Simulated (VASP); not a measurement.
# Cs7CrSn8I24 (a cell with a defect) in VASP: relaxation of the atoms with PBEsol

Aim: the relaxation of the atoms of Cs7CrSn8I24 (a cell with a defect) with PBEsol.

Everything below comes from runs of VASP 6.6.1. Logs are shortened: lines on timing, memory, paths and dates and some standing lists are left out, and cuts for length are marked.

## (1) The cell of the first run

The cell holds a defect, 40 atoms: a = 12.314 Å, b = 12.314 Å, c = 12.314 Å, α = 90.00°, β = 90.00°, γ = 90.00°.

## (2) Relaxation of the atoms, PBEsol

INCAR reads:

```
SYSTEM = Cs7CrSn8I24
ALGO = Normal
EDIFF = 1E-7
EDIFFG = -0.03
ENCUT = 450
GGA = PS
GGA_COMPAT = .FALSE.
IBRION = 2
ISIF = 2
ISMEAR = -1
ISYM = -1
KPAR = 1
LASPH = .TRUE.
LCHARG = .FALSE.
LREAL = Auto
LWAVE = .FALSE.
NELECT = 356.0
NELM = 120
NELMIN = 4
NSW = 100
PREC = Accurate
SIGMA = 0.05
```

KPOINTS reads:

```
explicit points
1
Reciprocal
  0.25000000   0.25000000   0.25000000 1
```

POSCAR reads:

```
Cs7CrSn8I24
1.0
   12.3144620000      0.0000000000      0.0000000000
    0.0000000000     12.3144620000      0.0000000000
    0.0000000000      0.0000000000     12.3144620000
Cs Cr Sn I
7 1 8 24
Direct
    0.9999220000      0.0003520000      0.0020300000
    0.9991300000      0.9994250000      0.4993270000
    0.0013590000      0.5005250000      0.0008530000
    0.9990720000      0.4997310000      0.4987690000
    0.5001020000      0.9993400000      0.0000030000
    0.4968430000      0.0001880000      0.5000040000
    0.4980850000      0.5007830000      0.9997780000
    0.4966890000      0.4995430000      0.4979270000
    0.2515180000      0.2508140000      0.2517320000
    0.2517040000      0.2477830000      0.7509430000
    0.2513120000      0.7501470000      0.2522540000
    0.2516590000      0.7518730000      0.7525800000
    0.7499680000      0.2483800000      0.2498270000
    0.7491600000      0.2507290000      0.7489590000
    0.7494730000      0.7485720000      0.2499610000
    0.7473910000      0.7486690000      0.7493870000
    0.2487330000      0.2503370000      0.0016840000
    0.2502840000      0.2502200000      0.5003780000
    0.2482550000      0.7507300000      0.0011810000
    0.2469610000      0.7474690000      0.4978590000
    0.7518060000      0.2506790000      0.0032670000
    0.7503360000      0.2518060000      0.4997920000
    0.7534460000      0.7496820000      0.0036610000
    0.7495790000      0.7505070000      0.4999960000
    0.0002720000      0.2485000000      0.2483340000
    0.9989110000      0.2502590000      0.7479710000
    0.9986650000      0.7495900000      0.2524330000
    0.0023450000      0.7490600000      0.7515510000
    0.4992680000      0.2503130000      0.2499020000
    0.5006460000      0.2498300000      0.7514600000
    0.5002040000      0.7499330000      0.2489680000
    0.4978340000      0.7513500000      0.7512350000
    0.2512490000      0.9988820000      0.2495500000
    0.2468710000      0.0003480000      0.7472930000
    0.2497850000      0.5001290000      0.2514270000
    0.2490190000      0.4998720000      0.7474720000
    0.7510280000      0.0001150000      0.2489270000
    0.7508810000      0.9996340000      0.7512770000
    0.7524140000      0.4989280000      0.2503570000
    0.7480770000      0.5006520000      0.7501550000
```

Potentials or basis: VASP PAW PBE potentials, release 64 (Cs_sv, Cr_pv, Sn_d, I).

Command:

```console
cat potpaw_PBE.64/Cs_sv/POTCAR potpaw_PBE.64/Cr_pv/POTCAR potpaw_PBE.64/Sn_d/POTCAR potpaw_PBE.64/I/POTCAR > POTCAR
mpirun -np 4 vasp_std > vasp.out
```

OUTCAR:

```text
SYSTEM = Cs7CrSn8I24
   EDIFF = 1E-7
   EDIFFG = -0.03
   ENCUT = 450
   GGA = PS
   IBRION = 2
   ISIF = 2
   ISMEAR = -1
   ISYM = -1
   LASPH = .TRUE.
   LREAL = Auto
   NELECT = 356.0
   NELM = 120
   NELMIN = 4
   NSW = 100
   PREC = Accurate

 ion  position               nearest neighbor table
   1  1.000  0.000  0.002-
   2  0.999  0.999  0.499-
   3  0.001  0.501  0.001-
   4  0.999  0.500  0.499-
   5  0.500  0.999  0.000-
   6  0.497  0.000  0.500-
   7  0.498  0.501  1.000-
   8  0.497  0.500  0.498-
   9  0.252  0.251  0.252-  29 3.05  18 3.06  35 3.07  17 3.08  25 3.09  33 3.10
  10  0.252  0.248  0.751-  34 3.05  30 3.07  18 3.09  17 3.09  36 3.10  26 3.11
  11  0.251  0.750  0.252-  20 3.03  33 3.06  31 3.07  35 3.08  19 3.09  27 3.11
  12  0.252  0.752  0.753-  32 3.03  34 3.06  19 3.06  28 3.07  36 3.10  20 3.14
  13  0.750  0.248  0.250-  21 3.04  37 3.06  22 3.08  25 3.08  39 3.09  29 3.09
  14  0.749  0.251  0.749-  30 3.06  22 3.07  26 3.08  40 3.08  38 3.09  21 3.13
  15  0.749  0.749  0.250-  23 3.03  27 3.07  31 3.07  39 3.07  24 3.08  37 3.10
  16  0.747  0.749  0.749-  40 3.05  24 3.07  32 3.07  38 3.09  23 3.13  28 3.14
  17  0.249  0.250  0.002-   9 3.08  10 3.09
  18  0.250  0.250  0.500-   9 3.06  10 3.09
  19  0.248  0.751  0.001-  12 3.06  11 3.09
  20  0.247  0.747  0.498-  11 3.03  12 3.14
  21  0.752  0.251  0.003-  13 3.04  14 3.13
  22  0.750  0.252  0.500-  14 3.07  13 3.08
[... 16 lines left out ...]
  39  0.752  0.499  0.250-  15 3.07  13 3.09
  40  0.748  0.501  0.750-  16 3.05  14 3.08

IMPORTANT INFORMATION: All symmetrisations will be switched off!
NOSYMM: (Re-)initialisation of all symmetry stuff for point group C_1.

----------------------------------------------------------------------------------------

                                     Primitive cell

  volume of cell :    1867.4386

  direct lattice vectors                    reciprocal lattice vectors
    12.314462000  0.000000000  0.000000000     0.081205334  0.000000000  0.000000000
     0.000000000 12.314462000  0.000000000     0.000000000  0.081205334  0.000000000
     0.000000000  0.000000000 12.314462000     0.000000000  0.000000000  0.081205334

  length of vectors
    12.314462000 12.314462000 12.314462000     0.081205334  0.081205334  0.081205334

  position of ions in fractional coordinates (direct lattice)
     0.999922000  0.000352000  0.002030000
     0.999130000  0.999425000  0.499327000
     0.001359000  0.500525000  0.000853000
     0.999072000  0.499731000  0.498769000
     0.500102000  0.999340000  0.000003000
     0.496843000  0.000188000  0.500004000
[... 32 lines left out ...]
     0.752414000  0.498928000  0.250357000
     0.748077000  0.500652000  0.750155000

  ion indices of the primitive-cell ions
   primitive index   ion index
                 1           1
                 2           2
                 3           3
                 4           4
                 5           5
                 6           6
[... 32 lines left out ...]
                39          39
                40          40

----------------------------------------------------------------------------------------

 KPOINTS: explicit points

Read explicit list of k-points.

 Found      1 k-points:

 Following reciprocal coordinates:
            Coordinates               Weight
  0.250000  0.250000  0.250000      1.000000
   k-points           NKPTS =      1   k-points in BZ     NKDIM =      1   number of bands    NBANDS=    216
   number of dos      NEDOS =    301   number of ions     NIONS =     40
   total plane-waves  NPLWV = 729000
   dimension x,y,z NGX =    90 NGY =   90 NGZ =   90
   dimension x,y,z NGXF=   180 NGYF=  180 NGZF=  180
   ions per type =               7   1   8  24
   NGX,Y,Z   is equivalent  to a cutoff of  12.15, 12.15, 12.15 a.u.
   NGXF,Y,Z  is equivalent  to a cutoff of  24.30, 24.30, 24.30 a.u.
 SYSTEM =  Cs7CrSn8I24
   PREC   = accura    normal or accurate (medium, high low for compatibility)
   ISTART =      0    job   : 0-new  1-cont  2-samecut
   ICHARG =      2    charge: 1-file 2-atom 10-const
   ISPIN  =      1    spin polarized calculation?
   LNONCOLLINEAR =      F non collinear calculations
   LSORBIT =      F    spin-orbit coupling
   LASPH  =      T    aspherical Exc in radial PAW
   ENCUT  =  450.0 eV  33.07 Ry    5.75 a.u.  21.30 21.30 21.30*2*pi/ulx,y,z
   NELM   =    120;   NELMIN=  4; NELMDL= -5     # of ELM steps
   EDIFF  = 0.1E-06   stopping-criterion for ELM
   LREAL  =      T    real-space projection
   EDIFFG = -.3E-01   stopping-criterion for IOM
   NSW    =    100    number of steps for IOM
   IBRION =      2    ionic relax: 0-MD 1-quasi-New 2-CG
   NFREE  =      1    steps in history (QN), initial steepest desc. (CG)
   ISIF   =      2    stress and relaxation
   ISYM   =     -1    0-nonsym 1-usesym 2-fastsym
   POTIM  = 0.5000    time-step for ionic-motion
   TEBEG  =    0.0;   TEEND  =   0.0 temperature during run
   PSTRESS=    0.0 pullay stress
   NELECT =     356.0000    total number of electrons
   NUPDOWN=      -1.0000    fix difference up-down
   EMIN   =  10.00;   EMAX   =-10.00  energy-range for DOS
   EFERMI =   0.00;   METHOD = LEGACY
   ISMEAR =    -1;   SIGMA  =   0.05  broadening in eV -4-tet -1-fermi 0-gaus
   EFERMI_NEDOS =   21; number of points for ismear=-14 and -15
   IALGO  =     38    algorithm
   IMIX   =      4    mixing-type and parameters
     AMIX     =   0.40;   BMIX     =  1.00
     AMIX_MAG =   1.60;   BMIX_MAG =  1.00
  volume/ion in A,a.u.               =      46.69       315.05
  Fermi-wavevector in a.u.,A,eV,Ry     =   0.942199  1.780498 12.078426  0.887739
  Thomas-Fermi vector in A             =   2.069785
   LORBIT       =      0    0 simple, 1 ext, 2 COOP (PROOUT), +10 PAW based schemes
   GGA     = PS    functional components
   LHFCALC =     F    Hartree Fock is set to
   AEXX    =    0.0000 exact exchange contribution
   IVDW    =     0    specifies the selected vdW correction
   LEPSILON=     F    determine dielectric tensor
   LRPA    =     F    only Hartree local field effects (RPA)
 conjugate gradient relaxation of ions
 non-spin polarized calculation
  energy-cutoff  :      450.00
  volume of cell :     1867.44
 maximum number of plane-waves:     40441
 NGX is ok and might be reduce to    90
   NGX = 43   NGY = 43   NGZ = 43

--------------------------------------- Ionic step        1  -------------------------------------------

 number of electron     355.9999991 magnetization

 Free energy of the ion-electron system (eV)
  ---------------------------------------------------
  ext. energy  EPLUGINS =         0.00000000
  ---------------------------------------------------
  free energy    TOTEN  =      -116.18039991 eV

  energy without entropy =     -115.77013104  energy(sigma->0) =     -115.97526547

------------------------ aborting loop because EDIFF is reached ----------------------------------------

  FORCE on cell =-STRESS in cart. coord.  units (eV):
  Direction    XX          YY          ZZ          XY          YZ          ZX
  --------------------------------------------------------------------------------------
  -------------------------------------------------------------------------------------
  Total        1.7734930      1.6499581      1.7763127     -0.5290718     -0.5559017     -0.5463389
  in kB        1.5215763      1.4155890      1.5239954     -0.4539195     -0.4769384     -0.4687339
  external PRESSURE =       1.4870536 kB  Pullay stress =       0.0000000 kB
[... 203 lines left out ...]
  FREE ENERGIE OF THE ION-ELECTRON SYSTEM (eV)
  ---------------------------------------------------
  free  energy   TOTEN  =      -116.2256379712 eV

  energy  without entropy=     -115.8177691176  energy(sigma->0) =     -116.02170354

[... ionic steps 4 to 8 ...]

--------------------------------------- Ionic step        9  -------------------------------------------

 number of electron     355.9999993 magnetization

------------------------ aborting loop because EDIFF is reached ----------------------------------------

  FORCE on cell =-STRESS in cart. coord.  units (eV):
  Direction    XX          YY          ZZ          XY          YZ          ZX
  --------------------------------------------------------------------------------------
  -------------------------------------------------------------------------------------
  Total        1.6784561      1.6676400      1.7036797     -0.5650766     -0.5502952     -0.5711536
  in kB        1.4400390      1.4307593      1.4616796     -0.4848100     -0.4721283     -0.4900238
  external PRESSURE =       1.4441593 kB  Pullay stress =       0.0000000 kB
[... 133 lines left out ...]
  energy  without entropy=     -115.8328804490  energy(sigma->0) =     -116.03594748

--------------------------------------- Ionic step       11  -------------------------------------------

 number of electron     355.9999981 magnetization

 Free energy of the ion-electron system (eV)
  ---------------------------------------------------
  ext. energy  EPLUGINS =         0.00000000
  ---------------------------------------------------
  free energy    TOTEN  =      -116.24055507 eV

  energy without entropy =     -115.83463182  energy(sigma->0) =     -116.03759344

 E-fermi :   3.5827     XC(G=0):  -7.7962

 val. band max:        3.5374152043   @ k =   0.2500   0.2500   0.2500
 cond. band min:       3.5879826894   @ k =   0.2500   0.2500   0.2500
 fundamental gap:      0.0505674851
 Fermi energy:         3.5827399083

 k-point     1 :       0.2500    0.2500    0.2500
  band No.  band energies     occupation
      1     -39.1518      2.00000
      2     -39.1518      2.00000
      3     -39.1501      2.00000
      4     -19.5127      2.00000
      5     -19.4791      2.00000
      6     -19.4779      2.00000
[... 182 lines left out ...]
    189       4.4193      0.00000
    190       4.4641      0.00000
 [bands above 190 left out]

------------------------ aborting loop because EDIFF is reached ----------------------------------------

  FORCE on cell =-STRESS in cart. coord.  units (eV):
  Direction    XX          YY          ZZ          XY          YZ          ZX
  --------------------------------------------------------------------------------------
  -------------------------------------------------------------------------------------
  Total        1.7159028      1.7033413      1.7166694     -0.5588702     -0.5584180     -0.5565282
  in kB        1.4721665      1.4613893      1.4728242     -0.4794852     -0.4790972     -0.4774758
  external PRESSURE =       1.4687933 kB  Pullay stress =       0.0000000 kB
[... 55 lines left out ...]
  FREE ENERGIE OF THE ION-ELECTRON SYSTEM (eV)
  ---------------------------------------------------
  free  energy   TOTEN  =      -116.2405550683 eV

  energy  without entropy=     -115.8346318211  energy(sigma->0) =     -116.03759344

 reached required accuracy - stopping structural energy minimisation
```

It took 34 min on 4 MPI ranks of Intel Xeon Platinum 8375C at 2.90GHz (Ice Lake), shared host; peak memory 0.6 GiB.

What came out:

```yaml
Free_energy: -116.2406 eV
Energy_gained_by_relaxing: 1.5 meV/atom
Ionic_steps: 11
Largest_force_after_relaxing: 0.020 eV/Å
```

Forces in eV/Å, atoms in the order of the input:
```
Cs  -0.002  0.000 -0.002
Cs   0.000  0.000  0.003
Cs  -0.003  0.000 -0.002
Cs  -0.001  0.001  0.002
Cs   0.002  0.002  0.000
Cs   0.002  0.000  0.002
Cs   0.002 -0.001 -0.001
Cr  -0.016 -0.004 -0.011
Sn   0.000  0.004 -0.002
Sn   0.002 -0.003  0.002
Sn   0.002 -0.001  0.015
Sn  -0.003 -0.005 -0.007
Sn   0.001  0.003 -0.008
Sn   0.001 -0.005  0.000
Sn   0.006  0.000 -0.015
Sn   0.003 -0.003 -0.004
I   -0.004 -0.006  0.006
I   -0.002  0.001 -0.002
I   -0.005  0.008 -0.016
I    0.002  0.004  0.001
I    0.008 -0.007  0.017
I    0.008 -0.003  0.005
I   -0.004  0.009  0.013
I    0.003  0.002 -0.002
I   -0.007 -0.001 -0.005
I    0.001 -0.004  0.004
I   -0.003  0.002 -0.005
I    0.003  0.007  0.006
I    0.000 -0.005 -0.002
I   -0.004 -0.002  0.002
I   -0.006  0.005 -0.001
I    0.006  0.004  0.005
I   -0.004 -0.001 -0.007
I   -0.004 -0.003  0.012
I    0.000  0.000  0.000
I   -0.003  0.001  0.006
I    0.006  0.005 -0.008
I    0.004  0.005  0.003
I    0.006  0.002 -0.005
I    0.004 -0.007  0.001
```

The path:
```csv
step,energy change (eV),largest force (eV/Å),pressure (GPa)
1,0.0000,0.2786,0.15
2,-0.0194,0.2174,0.14
3,-0.0452,0.0572,0.14
4,-0.0453,0.0585,0.14
5,-0.0474,0.0504,0.14
6,-0.0518,0.0337,0.14
7,-0.0529,0.0976,0.15
8,-0.0537,0.0655,0.15
9,-0.0563,0.0415,0.14
10,-0.0586,0.0409,0.15
11,-0.0602,0.0200,0.15
```

Final structure:
```yaml
crystal:
  lattice:
    - [12.31446, 0.00000, 0.00000]
    - [0.00000, 12.31446, 0.00000]
    - [0.00000, 0.00000, 12.31446]
  atoms:
    - { symbol: Cs, position: [0.99922, 0.00040, 0.00156] }
    - { symbol: Cs, position: [0.99877, 0.99947, 0.49998] }
    - { symbol: Cs, position: [0.00055, 0.50046, 0.00033] }
    - { symbol: Cs, position: [0.99893, 0.49986, 0.49938] }
    - { symbol: Cs, position: [0.50067, 0.99960, 0.99997] }
    - { symbol: Cs, position: [0.49735, 0.00033, 0.50027] }
    - { symbol: Cs, position: [0.49877, 0.50043, 0.99943] }
    - { symbol: Cr, position: [0.49493, 0.49891, 0.49685] }
    - { symbol: Sn, position: [0.25203, 0.25107, 0.25174] }
    - { symbol: Sn, position: [0.25096, 0.25126, 0.74923] }
    - { symbol: Sn, position: [0.25134, 0.74873, 0.25156] }
    - { symbol: Sn, position: [0.25045, 0.74897, 0.74935] }
    - { symbol: Sn, position: [0.74951, 0.25087, 0.25163] }
    - { symbol: Sn, position: [0.74852, 0.25133, 0.74897] }
    - { symbol: Sn, position: [0.74871, 0.74843, 0.25189] }
    - { symbol: Sn, position: [0.74794, 0.74885, 0.74932] }
    - { symbol: I, position: [0.24925, 0.24925, 0.00011] }
    - { symbol: I, position: [0.24777, 0.24698, 0.50030] }
    - { symbol: I, position: [0.24885, 0.75031, 0.00102] }
    - { symbol: I, position: [0.24713, 0.75201, 0.50067] }
    - { symbol: I, position: [0.75088, 0.24954, 0.99975] }
    - { symbol: I, position: [0.75273, 0.24651, 0.49993] }
    - { symbol: I, position: [0.75132, 0.75013, 0.00032] }
    - { symbol: I, position: [0.75262, 0.75356, 0.50041] }
    - { symbol: I, position: [0.00082, 0.24859, 0.24990] }
    - { symbol: I, position: [0.99982, 0.25015, 0.75029] }
    - { symbol: I, position: [0.00026, 0.75091, 0.25041] }
    - { symbol: I, position: [0.99935, 0.74956, 0.75055] }
    - { symbol: I, position: [0.50070, 0.24739, 0.24693] }
    - { symbol: I, position: [0.49984, 0.24534, 0.75426] }
    - { symbol: I, position: [0.50025, 0.75255, 0.24699] }
    - { symbol: I, position: [0.49907, 0.75462, 0.75487] }
    - { symbol: I, position: [0.25014, 0.99984, 0.25018] }
    - { symbol: I, position: [0.24819, 0.00010, 0.74965] }
    - { symbol: I, position: [0.24721, 0.49993, 0.24723] }
    - { symbol: I, position: [0.24767, 0.50003, 0.75355] }
    - { symbol: I, position: [0.75059, 0.99956, 0.24954] }
    - { symbol: I, position: [0.75098, 0.00006, 0.75110] }
    - { symbol: I, position: [0.75419, 0.49961, 0.24744] }
    - { symbol: I, position: [0.75201, 0.50018, 0.75358] }
```

Caveat: the cell carries a net charge on a neutralising background, which shifts energy and pressure; the cell is charged against a uniform background, so pressure and absolute levels hang on convention; the PAW data sets were made with another functional, which shifts forces and pressure a little; spin-orbit coupling is left out, which moves the levels of the heavy elements; the run has no spin polarisation, though such a crystal can be magnetic; semilocal functionals often make such compounds metallic where correlation or magnetic order opens a gap, which also shifts bond lengths. Spin polarisation is off, so any magnetic state and its effect on volume and gap are missing.
